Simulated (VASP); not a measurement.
Wanted: the native input for a VASP 6.6.1 run.

```
Task                   : single point
Functional             : PBEsol
Potentials or basis    : VASP PAW PBE potentials, release 64 (Au)
Cutoff                 : 500 eV
k mesh                 : 6 × 6 × 4
Occupations            : gaussian, width 0.1 eV
Spin                   : no spin polarisation
Dipole correction      : no
Further INCAR settings : ALGO = Normal; EDIFF = 1e-06; NBANDS = 18
```

The structure of Au lies in POSCAR:

```
Au
1.0
    2.9076949933      0.0000000000      0.0000000000
   -1.4538474966      2.5181377306      0.0000000000
    0.0000000000      0.0000000000      4.6731661476
Au
2
Direct
    0.3333333333      0.6666666667      0.2500000000
    0.6666666667      0.3333333333      0.7500000000
```

This isn't the form of Au at room conditions, which is fcc.

The input as run:

INCAR

```
SYSTEM = Au
PREC     = Accurate       ! precision mode
ENCUT    = 500            ! plane-wave cutoff, eV
EDIFF    = 1E-6           ! SCF threshold, eV
ISMEAR   = 0              ! smearing method
SIGMA    = 0.1            ! smearing width, eV
LREAL    = .False.        ! projectors in reciprocal space
LASPH    = .True.         ! aspherical terms in the spheres
NELM     = 120            ! most SCF steps
ALGO     = Normal         ! electronic algorithm
ISIF     = 2              ! what is computed and relaxed
LWAVE    = .False.        ! write WAVECAR
LCHARG   = .True.         ! write CHGCAR
GGA      = PS             ! functional
LELF     = .True.         ! ELF
LVHAR    = .True.       
NBANDS   = 18             ! bands
GGA_COMPAT= .False.
```

KPOINTS

```
regular mesh
0
Gamma
  6 6 4
  0 0 0
```

Potentials or basis: VASP PAW PBE potentials, release 64 (Au).

The run is started by

```console
$ cat potpaw_PBE.64/Au/POTCAR > POTCAR
$ mpirun -np 1 vasp_std > vasp.out
```

Results of the run:

```
Pressure               : -0.2 GPa
Band gap on the k mesh : zero (bands 11 and 12 overlap by 6.82 eV)
```

Caveat: the k points lie up to 0.42 Å⁻¹ apart, too coarse for converged energies and pressures of a metal; the PAW data sets were made with another functional, which shifts forces and pressure a little; spin-orbit coupling is left out, which moves the levels of the heavy elements.

It took 11 s on 1 thread of Intel(R) Xeon(R) 6975P-C (Granite Rapids) (shared host), peak memory 0.14 GiB.
